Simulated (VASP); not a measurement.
# ZnAu (Pm-3m) in VASP: single point with PBE

Aim: the single point of ZnAu with PBE.

Everything below comes from runs of VASP 6.6.1. Logs are shortened: lines on timing, memory, paths and dates and some standing lists are left out, and cuts for length are marked.

### 1 The cell of the first run

It takes space group Pm-3m (No. 221, cubic). The conventional cell has a = 3.147 Å, b = 3.147 Å, c = 3.147 Å, α = 90.00°, β = 90.00°, γ = 90.00°. Zn (site symmetry m-3m) has 8 Au at 2.73 Å and 6 Zn at 3.15 Å within 3.6 Å. Within 3.6 Å of Au (site symmetry m-3m) lie 8 Zn at 2.73 Å and 6 Au at 3.15 Å.

### 2 Single point, PBE, non-collinear spin, zero start, spin-orbit coupling

Input file INCAR:

```
PREC     = Accurate       # precision mode
ENCUT    = 500            # plane-wave cutoff, eV
EDIFF    = 1E-6           # SCF threshold, eV
ISMEAR   = -1             # smearing method
SIGMA    = 0.05           # smearing width, eV
LREAL    = F              # projectors in reciprocal space
LASPH    = T              # aspherical terms in the spheres
NELM     = 200            # most SCF steps
ALGO     = Normal         # electronic algorithm
ISIF     = 2              # what is computed and relaxed
LWAVE    = F              # write WAVECAR
LCHARG   = F              # write CHGCAR
MAGMOM   = 0 0 0 0 0 0    # initial moments
LORBIT   = 11             # projections on sites
LSORBIT  = T              # spin-orbit coupling
GGA_COMPAT= F            
LORBMOM  = T            
LMAXMIX  = 4              # l up to which the mixer works
GGA      = PE             # functional
NBANDS   = 35             # bands
```

Input file KPOINTS:

```
Automatic mesh
0
Gamma
  13 13 13
```

Input file POSCAR:

```
ZnAu
1.0
    3.1470000000      0.0000000000      0.0000000000
    0.0000000000      3.1470000000      0.0000000000
    0.0000000000      0.0000000000      3.1470000000
Zn Au
1 1
Direct
    0.5000000000      0.5000000000      0.5000000000
    0.0000000000      0.0000000000      0.0000000000
```

Potentials or basis: VASP PAW PBE potentials, release 64 (Zn, Au).

The run is started by

```bash
$ cat potpaw_PBE.64/Zn/POTCAR potpaw_PBE.64/Au/POTCAR > POTCAR
$ mpirun -np 1 vasp_ncl > vasp.out
```

OUTCAR:

```text
PREC = Accurate
   ENCUT = 500
   EDIFF = 1E-6
   ISMEAR = -1
   LREAL = F
   LASPH = T
   NELM = 200
   ISIF = 2
   LORBIT = 11
   LSORBIT = T
   GGA = PE

 ion  position               nearest neighbor table
   1  0.500  0.500  0.500-   2 2.73   2 2.73   2 2.73   2 2.73   2 2.73   2 2.73   2 2.73   2 2.73

   2  0.000  0.000  0.000-   1 2.73   1 2.73   1 2.73   1 2.73   1 2.73   1 2.73   1 2.73   1 2.73

  LATTYP: Found a simple cubic cell.
 ALAT       =     3.1470000000

  Lattice vectors:

 A1 = (   3.1470000000,   0.0000000000,   0.0000000000)
 A2 = (   0.0000000000,   3.1470000000,   0.0000000000)
 A3 = (   0.0000000000,   0.0000000000,   3.1470000000)

Analysis of symmetry for initial positions (statically):
=====================================================================
 Subroutine PRICEL returns:
 Original cell was already a primitive cell.

 Routine SETGRP: Setting up the symmetry group for a
 simple cubic supercell.

 Subroutine GETGRP returns: Found 48 space group operations
 (whereof 48 operations were pure point group operations)
 out of a pool of 48 trial point group operations.

The static configuration has the point symmetry O_h .

Analysis of symmetry for dynamics (positions and initial velocities):
=====================================================================
 Subroutine PRICEL returns:
 Original cell was already a primitive cell.

 Routine SETGRP: Setting up the symmetry group for a
 simple cubic supercell.

 Subroutine GETGRP returns: Found 48 space group operations
 (whereof 48 operations were pure point group operations)
 out of a pool of 48 trial point group operations.

The dynamic configuration has the point symmetry O_h .

Analysis of structural, dynamic, and magnetic symmetry:
=====================================================================
 Subroutine PRICEL returns:
 Original cell was already a primitive cell.

 Routine SETGRP: Setting up the symmetry group for a
 simple cubic supercell.

 Subroutine GETGRP returns: Found 48 space group operations
 (whereof 48 operations were pure point group operations)
 out of a pool of 48 trial point group operations.

The overall configuration has the point symmetry O_h .

 Subroutine INISYM returns: Found 48 space group operations
 (whereof 48 operations are pure point group operations),
 and found     1 'primitive' translations

----------------------------------------------------------------------------------------

                                     Primitive cell

  volume of cell :      31.1667

  direct lattice vectors                    reciprocal lattice vectors
     3.147000000  0.000000000  0.000000000     0.317762949  0.000000000  0.000000000
     0.000000000  3.147000000  0.000000000     0.000000000  0.317762949  0.000000000
     0.000000000  0.000000000  3.147000000     0.000000000  0.000000000  0.317762949

  length of vectors
     3.147000000  3.147000000  3.147000000     0.317762949  0.317762949  0.317762949

  position of ions in fractional coordinates (direct lattice)
     0.500000000  0.500000000  0.500000000
     0.000000000  0.000000000  0.000000000

  ion indices of the primitive-cell ions
   primitive index   ion index
                 1           1
                 2           2

----------------------------------------------------------------------------------------

 KPOINTS: Automatic mesh

Automatic generation of k-mesh.
 Grid dimensions read from file:
 generate k-points for:   13   13   13

 Generating k-lattice:

  Cartesian coordinates                     Fractional coordinates (reciprocal lattice)
     0.024443304  0.000000000  0.000000000     0.076923077  0.000000000  0.000000000
     0.000000000  0.024443304  0.000000000     0.000000000  0.076923077  0.000000000
     0.000000000  0.000000000  0.024443304     0.000000000  0.000000000  0.076923077

  Length of vectors
     0.024443304  0.024443304  0.024443304

  Shift w.r.t. Gamma in fractional coordinates (k-lattice)
     0.000000000  0.000000000  0.000000000

 Subroutine IBZKPT returns following result:
 ===========================================

 Found     84 irreducible k-points:

 Following reciprocal coordinates:
            Coordinates               Weight
  0.000000  0.000000  0.000000      1.000000
  0.076923  0.000000  0.000000      6.000000
[... 50 lines left out ...]
   TEBEG  =    0.0;   TEEND  =   0.0 temperature during run
   PSTRESS=    0.0 pullay stress
   NELECT =      23.0000    total number of electrons
   NUPDOWN=      -1.0000    fix difference up-down
   EMIN   =  10.00;   EMAX   =-10.00  energy-range for DOS
   EFERMI =   0.00;   METHOD = LEGACY
   ISMEAR =    -1;   SIGMA  =   0.05  broadening in eV -4-tet -1-fermi 0-gaus
   EFERMI_NEDOS =   21; number of points for ismear=-14 and -15
   IALGO  =     38    algorithm
   IMIX   =      4    mixing-type and parameters
     AMIX     =   0.40;   BMIX     =  1.00
     AMIX_MAG =   1.60;   BMIX_MAG =  1.00
  volume/ion in A,a.u.               =      15.58       105.16
  Fermi-wavevector in a.u.,A,eV,Ry     =   1.479406  2.795672 29.778283  2.188642
  Thomas-Fermi vector in A             =   2.593568
   LORBIT       =     11    0 simple, 1 ext, 2 COOP (PROOUT), +10 PAW based schemes
   GGA     = PE    functional components
   LHFCALC =     F    Hartree Fock is set to
   AEXX    =    0.0000 exact exchange contribution
   IVDW    =     0    specifies the selected vdW correction
   LEPSILON=     F    determine dielectric tensor
   LRPA    =     F    only Hartree local field effects (RPA)
  energy-cutoff  :      500.00
  volume of cell :       31.17
 maximum number of plane-waves:      1624
 NGX is ok and might be reduce to    24
   NGX = 11   NGY = 11   NGZ = 11

 number of electron      22.9999999 magnetization      -0.0000000      0.0000000      0.0000000

 number of electron      23.0000000 magnetization      -0.0000000      0.0000000     -0.0000000

 number of electron      23.0000000 magnetization      -0.0000000     -0.0000000     -0.0000000

 number of electron      23.0000000 magnetization       0.0000000      0.0000000      0.0000000

 Free energy of the ion-electron system (eV)
  ---------------------------------------------------
  ext. energy  EPLUGINS =         0.00000000
  ---------------------------------------------------
  free energy    TOTEN  =        -5.02282754 eV

  energy without entropy =       -5.01626208  energy(sigma->0) =       -5.01954481

 E-fermi :   7.1480     XC(G=0): -12.3816

 val. band max:        7.1060167607   @ k =   0.4615   0.3846   0.2308
 cond. band min:       7.1729562429   @ k =   0.4615   0.3077   0.3077
 fundamental gap:      0.0669394822
 Fermi energy:         7.1479917692

 k-point     1 :       0.0000    0.0000    0.0000
  band No.  band energies     occupation
      1      -3.5231      1.00000
      2      -3.5231      1.00000
      3      -1.0699      1.00000
      4      -1.0699      1.00000
      5      -1.0699      1.00000
      6      -1.0699      1.00000
[... 901 lines left out ...]
     34      20.7203      0.00000
     35      21.4892      0.00000

 [... further k-points ...]
[... 5 lines left out ...]
  --------------------------------------------------------------------------------------
  -------------------------------------------------------------------------------------
  Total        0.8578210      0.8578210      0.8578210      0.0000000      0.0000000      0.0000000
  in kB       44.0978117     44.0978117     44.0978117      0.0000000      0.0000000      0.0000000
  external PRESSURE =      44.0978117 kB  Pullay stress =       0.0000000 kB

 VOLUME and BASIS-vectors are now :
 -----------------------------------------------------------------------------
  energy-cutoff  :      500.00
  volume of cell :       31.17
      direct lattice vectors                 reciprocal lattice vectors
     3.147000000  0.000000000  0.000000000     0.317762949  0.000000000  0.000000000
     0.000000000  3.147000000  0.000000000     0.000000000  0.317762949  0.000000000
     0.000000000  0.000000000  3.147000000     0.000000000  0.000000000  0.317762949

 POSITION                                       TOTAL-FORCE (eV/Angst)
 -----------------------------------------------------------------------------------
      1.57350      1.57350      1.57350         0.000000      0.000000      0.000000
      0.00000      0.00000      0.00000         0.000000      0.000000      0.000000
 -----------------------------------------------------------------------------------
    total drift:                                0.000000     -0.000000     -0.000000

  FREE ENERGIE OF THE ION-ELECTRON SYSTEM (eV)
  ---------------------------------------------------
  free  energy   TOTEN  =        -5.0228275377 eV

  energy  without entropy=       -5.0162620791  energy(sigma->0) =       -5.01954481

 orbital moment (x)

 # of ion     p       d       tot
 ----------------------------------------
  1         0.000   0.000   0.000
  2         0.000   0.000   0.000
 ----------------------------------------
            0.000   0.000   0.000

 orbital moment (y)

 # of ion     p       d       tot
 ----------------------------------------
  1         0.000   0.000   0.000
  2        -0.000  -0.000  -0.000
 ----------------------------------------
           -0.000   0.000   0.000

 orbital moment (z)

 # of ion     p       d       tot
 ----------------------------------------
  1         0.000   0.000   0.000
  2         0.000   0.000   0.000
 ----------------------------------------
            0.000   0.000   0.000

 Spin-Orbit-Coupling matrix elements

 Ion:    1  E_soc:     -0.0092234
 l=   1
     0.0000000    -0.0003898    -0.0003898
    -0.0003898     0.0000000    -0.0003898
    -0.0003898    -0.0003898     0.0000000
 l=   2
     0.0000000    -0.0002785     0.0000000    -0.0002785    -0.0008690
    -0.0002785     0.0000000    -0.0006517    -0.0002785    -0.0002172
     0.0000000    -0.0006517     0.0000000    -0.0006517     0.0000000
    -0.0002785    -0.0002785    -0.0006517     0.0000000    -0.0002172
    -0.0008690    -0.0002172     0.0000000    -0.0002172     0.0000000
 l=   3
     0.0000000     0.0000000     0.0000000     0.0000000     0.0000000     0.0000000     0.0000000
     0.0000000     0.0000000     0.0000000     0.0000000     0.0000000     0.0000000     0.0000000
     0.0000000     0.0000000     0.0000000     0.0000000     0.0000000     0.0000000     0.0000000
     0.0000000     0.0000000     0.0000000     0.0000000     0.0000000     0.0000000     0.0000000
     0.0000000     0.0000000     0.0000000     0.0000000     0.0000000     0.0000000     0.0000000
     0.0000000     0.0000000     0.0000000     0.0000000     0.0000000     0.0000000     0.0000000
     0.0000000     0.0000000     0.0000000     0.0000000     0.0000000     0.0000000     0.0000000

 Ion:    2  E_soc:     -0.5790269
 l=   1
     0.0000000    -0.0294557    -0.0294557
    -0.0294557     0.0000000    -0.0294557
    -0.0294557    -0.0294557     0.0000000
 l=   2
     0.0000000    -0.0133257     0.0000000    -0.0133257    -0.0537231
    -0.0133257     0.0000000    -0.0402923    -0.0133257    -0.0134308
     0.0000000    -0.0402923     0.0000000    -0.0402923     0.0000000
    -0.0133257    -0.0133257    -0.0402923     0.0000000    -0.0134308
    -0.0537231    -0.0134308     0.0000000    -0.0134308     0.0000000
 l=   3
     0.0000000     0.0000000     0.0000000     0.0000000     0.0000000     0.0000000     0.0000000
     0.0000000     0.0000000     0.0000000     0.0000000     0.0000000     0.0000000     0.0000000
     0.0000000     0.0000000     0.0000000     0.0000000     0.0000000     0.0000000     0.0000000
     0.0000000     0.0000000     0.0000000     0.0000000     0.0000000     0.0000000     0.0000000
     0.0000000     0.0000000     0.0000000     0.0000000     0.0000000     0.0000000     0.0000000
     0.0000000     0.0000000     0.0000000     0.0000000     0.0000000     0.0000000     0.0000000
     0.0000000     0.0000000     0.0000000     0.0000000     0.0000000     0.0000000     0.0000000

 total charge

# of ion       s       p       d       tot
------------------------------------------
    1        0.524   0.450   9.768  10.743
    2        0.620   0.407   8.697   9.724
--------------------------------------------------
tot          1.144   0.858  18.466  20.467

 magnetization (x)

# of ion       s       p       d       tot
------------------------------------------
    1       -0.000   0.000  -0.000  -0.000
    2        0.000   0.000  -0.000  -0.000
--------------------------------------------------
tot         -0.000   0.000  -0.000  -0.000

 magnetization (y)

# of ion       s       p       d       tot
------------------------------------------
    1       -0.000   0.000   0.000  -0.000
    2       -0.000   0.000  -0.000  -0.000
--------------------------------------------------
tot         -0.000   0.000  -0.000  -0.000

 magnetization (z)

# of ion       s       p       d       tot
------------------------------------------
    1        0.000   0.000  -0.000  -0.000
    2        0.000   0.000   0.000   0.000
--------------------------------------------------
tot          0.000   0.000   0.000   0.000
```

It took 90 s on 1 thread of Intel Xeon Platinum 8259CL at 2.50GHz (Skylake/Cascade Lake), shared host; peak memory 0.28 GiB.

What came out:

```
Free energy                                           : -5.0228 eV
Pressure                                              : 4.4 GPa
Net moment                                            : 0.00 μB per cell
Valence electrons inside the program's atomic spheres : Zn 10.74; Au 9.72
```

Moments on the atoms (μB; x, y, z):
```
Zn  0.00 0.00 0.00
Au  0.00 0.00 0.00
```
